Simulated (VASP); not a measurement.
A run of VASP 6.6.1 is set up as follows.

INCAR

```
SYSTEM = Cu
PREC = Accurate
ENCUT = 600
EDIFF = 1E-6
ISMEAR = -1
SIGMA = 0.05
LREAL = .False.
LASPH = .True.
NELM = 120
ALGO = Normal
ISIF = 2
LWAVE = .False.
LCHARG = .True.
GGA = PS
LELF = .True.
LVHAR = .True.
NBANDS = 30
GGA_COMPAT = .False.
```

File KPOINTS:

```
Automatic mesh
0
Gamma
  12 12 4
  0 0 0
```

The input POSCAR:

```
Cu
1.0
    2.4997632010      0.0000000000      0.0000000000
   -1.2498816005      2.1648584355      0.0000000000
    0.0000000000      0.0000000000      8.1408958584
Cu
4
Direct
    0.6666666667      0.3333333333      0.7500000000
    0.0000000000      0.0000000000      0.5000000000
    0.3333333333      0.6666666667      0.2500000000
    0.0000000000      0.0000000000      0.0000000000
```

Potentials or basis: VASP PAW PBE potentials, release 64 (Cu).

Command:

```sh
$ cat potpaw_PBE.64/Cu/POTCAR > POTCAR
$ mpirun -np 1 vasp_std > vasp.out
```

Task: Estimate the pressure.

Result: 5.8 GPa.

Task: Estimate the band gap on the k mesh.

Result: Zero (band 22 reaches 11.75 eV, above the bottom of band 23 at 6.43 eV).

Stress tensor (GPa, compression positive):
```
5.85 0.00 0.00
0.00 5.85 0.00
0.00 0.00 5.76
```

Caveat: the PAW data sets were made with another functional, which shifts forces and pressure a little.
